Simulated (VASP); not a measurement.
Set up this calculation in VASP 6.6.1, as the native input.

| Quantity | Value |
| --- | --- |
| Task | single point |
| Functional | PBE |
| Potentials or basis | VASP PAW PBE potentials, release 64 (Pb_d, O) |
| Cutoff | 520 eV |
| k mesh | 8 × 8 × 8 |
| Occupations | fermi-dirac, width 0.02 eV |
| Spin | no spin polarisation |
| Dipole correction | no |
| Further INCAR settings | ALGO = Normal; EDIFF = 1e-06; NBANDS = 17 |

The structure of PbO lies in POSCAR:

```
PbO
1.0
    0.0041704280      2.6065174968      2.6065174968
    2.6065174968      0.0041704280      2.6065174968
    2.6106879248      2.6106879248      0.0000000000
Pb O
1 1
Direct
    0.0000000000      0.0000000000      0.0000000000
    0.5000000000      0.5000000000      0.5000000000
```

This cell differs from its parent crystal: shear xy strain +0.3%.

One way to write it, as run:

INCAR

```
  PREC = Accurate
  ENCUT = 520
  EDIFF = 1E-6
  ISMEAR = -1
  SIGMA = 0.02
  LREAL = F
  LASPH = T
  NELM = 60
  ALGO = Normal
  ISIF = 2
  LWAVE = F
  LCHARG = F
  GGA = PE
  NBANDS = 17
```

KPOINTS

```
regular mesh
0
Gamma
  8 8 8
```

Potentials or basis: VASP PAW PBE potentials, release 64 (Pb_d, O).

Run with:

```bash
$ cat potpaw_PBE.64/Pb_d/POTCAR potpaw_PBE.64/O/POTCAR > POTCAR
$ mpirun -np 1 vasp_std > vasp.out
```

It gave:

- Pressure: 2.6 GPa
- Band gap on the k mesh: 0.55 eV, indirect (the least direct gap lies 3.0 meV higher)

Caveat: the cell differs from its parent crystal (shear xy strain +0.3%); spin-orbit coupling is left out, which moves the levels of the heavy elements.

It took 51 s on 1 thread of Intel(R) Xeon(R) Platinum 8259CL CPU @ 2.50GHz (Skylake/Cascade Lake) (shared host), peak memory 0.19 GiB.
